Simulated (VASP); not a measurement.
Crystal: Cu2BO3.

```
Cu B O
1.0
     3.60080    0.00000    0.00000
    -1.80040    3.11838    0.00000
     0.00000    0.00000    4.41006
Cu B O
2 1 3
Cartesian
  1.8004 1.0395 1.4700
  0.0000 2.0789 2.9400
  0.0000 0.0000 0.0000
  1.8004 1.0395 3.6750
  0.0000 2.0789 0.7350
  0.0000 0.0000 2.2050
```

- Program: VASP 6.6.1
- Task: relaxation of cell and atoms
- Functional: PBE
- Potentials or basis: VASP PAW PBE potentials, release 64 (Cu, B, O)
- Cutoff: 600 eV
- k mesh: 6 × 6 × 4
- Occupations: gaussian, width 0.1 eV
- Spin: collinear spin
- Starting moments: [-1.0, -1.0, 0.0, 0.0, 0.0, 0.0] μB

At the start: pressure 5.3 GPa; volume 8.25 Å³/atom.

How do energy, volume and symmetry change on relaxing?

Over 36 steps the energy falls by 621.6 meV/atom and the volume is 7.88 Å³/atom (-4.5 %); space group P-3m1 (No. 164, to 0.1 Å) before and after; moment 0.00 μB per cell.

Step by step:
```tsv
step	energy change (eV)	largest force (eV/Å)	pressure (GPa)	volume (Å³)
1	0.0000	1.1708	5.28	49.52
2	-0.1367	0.5790	-2.62	51.49
3	-0.1441	0.4294	-4.46	52.10
4	-0.1904	0.1131	-0.05	50.86
5	-0.1909	0.1532	0.65	50.71
6	-0.2212	0.1168	1.13	50.58
7	-0.3629	0.3267	3.14	50.11
8	-0.7580	1.4197	9.84	48.87
9	-0.5098	5.5114	38.96	45.30
10	-0.9083	3.0768	19.84	47.38
11	-0.8346	4.0495	27.39	46.50
12	-0.8730	3.7393	25.00	46.77
13	-0.8739	3.7495	24.96	46.77
14	-0.8767	3.7785	25.01	46.76
15	-0.8816	3.8376	25.38	46.75
16	-0.8895	3.9591	25.73	46.73
17	-0.8974	4.2132	26.72	46.68
18	-0.8774	4.7640	28.85	46.56
19	-0.8944	4.3759	27.34	46.65
20	-0.9083	4.3766	27.16	46.68
21	-0.9497	4.3788	26.50	46.77
22	-1.0310	4.3828	25.30	46.95
23	-1.1884	4.3875	23.06	47.31
24	-1.4812	4.3906	18.50	48.02
25	-1.9762	4.3479	9.93	49.38
26	-2.5396	4.0734	-7.31	51.86
27	-2.5722	3.9587	-12.52	52.53
28	-2.8584	3.3962	-13.60	52.09
29	-3.4544	1.3858	-15.80	50.73
30	-2.9237	3.0083	-13.67	47.86
31	-3.5650	0.0600	-16.47	49.97
32	-3.7135	0.1932	-4.49	47.97
33	-3.7248	0.2419	0.07	47.29
34	-3.7248	0.2454	0.33	47.23
35	-3.7269	0.1792	0.32	47.25
36	-3.7294	0.0103	0.17	47.30
```

Final structure:
```cif
data_structure
_symmetry_space_group_name_H-M 'P 1'
_symmetry_Int_Tables_number 1
_cell_length_a 2.8154
_cell_length_b 2.8154
_cell_length_c 6.8904
_cell_angle_alpha 90.000
_cell_angle_beta 90.000
_cell_angle_gamma 120.000
_cell_volume 47.30
loop_
_atom_site_label
_atom_site_type_symbol
_atom_site_fract_x
_atom_site_fract_y
_atom_site_fract_z
_atom_site_occupancy
Cu1 Cu 0.66667 0.33333 0.33177 1
Cu2 Cu 0.33333 0.66667 0.66823 1
B1 B 0.00000 0.00000 0.00000 1
O1 O 0.66667 0.33333 0.88228 1
O2 O 0.33333 0.66667 0.11772 1
O3 O 0.00000 0.00000 0.50000 1
```

Caveat: a cell axis changed by over 15 % at a fixed basis, so the end point is rough.
